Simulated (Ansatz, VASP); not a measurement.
**LiF in VASP and in Ansatz**

```
CELL_PARAMETERS angstrom
0.00000 2.02734 2.02734
2.02734 0.00000 2.02734
2.02734 2.02734 0.00000
ATOMIC_POSITIONS crystal
F 0.50000 0.50000 0.50000
Li 0.00000 0.00000 0.00000
```

Change from the starting cell: volume scaled by 1.02.

Alike in both runs: task single point; functional LDA; k mesh 11 × 11 × 11; occupations fermi-dirac, width 0.05 eV; no spin polarisation.

```csv
,VASP,Ansatz
version,VASP 6.6.1,Ansatz 0.2.0
potentials or method,"VASP PAW LDA potentials, release 64 (F, Li_sv), cutoff 520 eV","all-electron LAPW, scalar-relativistic"
```

```csv
,VASP,Ansatz,Ansatz less VASP
gap on the k mesh at the Fermi level (eV),8.66,8.65,-0.011
least direct gap on the mesh (eV),8.66,8.65,-0.011
```

LDA's correlation is that of Perdew and Zunger in VASP and of Perdew and Wang (1992) in Ansatz. Ansatz ran all-electron here, and VASP with PAW potentials.

Noted on VASP's run: the cutoff is short for stress, so the pressure is rough.
